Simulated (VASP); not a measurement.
Write the native input for VASP 6.6.1 that does the following.

| Quantity | Value |
| --- | --- |
| Task | single point |
| Functional | PBEsol |
| Potentials or basis | VASP PAW PBE potentials, release 64 (Hf_pv, C) |
| Cutoff | 520 eV |
| k mesh | 18 × 18 × 18 |
| Occupations | gaussian, width 0.15 eV |
| Spin | no spin polarisation |
| Dipole correction | no |
| Further INCAR settings | ALGO = Normal; EDIFF = 1e-06; NBANDS = 14 |

The structure of HfC lies in POSCAR:

```
HfC
1.0
    0.0000000000      2.3250000000      2.3250000000
    2.3250000000      0.0000000000      2.3250000000
    2.3250000000      2.3250000000      0.0000000000
Hf C
1 1
Direct
    0.5000000000      0.5000000000      0.5000000000
    0.0000000000      0.0000000000     -0.1368593770
```

This cell differs from its parent crystal: atom 2 (C) moved by (-0.450, +0.000) A along [1 1 0] and z.

One way to write it, as run:

INCAR

```
SYSTEM = HfC
PREC = Accurate
ENCUT = 520
EDIFF = 1E-6
ISMEAR = 0
SIGMA = 0.15
LREAL = .FALSE.
LASPH = .TRUE.
NELM = 60
ALGO = Normal
ISIF = 2
LWAVE = .FALSE.
LCHARG = .TRUE.
GGA = PS
LELF = .TRUE.
LVHAR = .TRUE.
NBANDS = 14
```

KPOINTS

```
Automatic mesh
0
G
  18 18 18
  0 0 0
```

Potentials or basis: VASP PAW PBE potentials, release 64 (Hf_pv, C).

Run with:

```bash
$ cat potpaw_PBE.64/Hf_pv/POTCAR potpaw_PBE.64/C/POTCAR > POTCAR
$ mpirun -np 1 vasp_std > vasp.out
```

It gave:

```
Pressure               : 11.5 GPa
Largest force          : 4.082 eV/Å
Band gap on the k mesh : 0.82 eV (least direct gap 1.01 eV)
```

Caveat: the cell differs from its parent crystal (atom 2 (C) moved by (-0.450, +0.000) A along [1 1 0] and z); the stress differs along the axes, from -10 to 22 GPa; the PAW data sets were made with another functional, which shifts forces and pressure a little; spin-orbit coupling is left out, which moves the levels of the heavy elements.

Wall time 4.8 min on 1 thread of Intel Xeon 8259CL, on a shared host, peak memory 0.41 GiB.
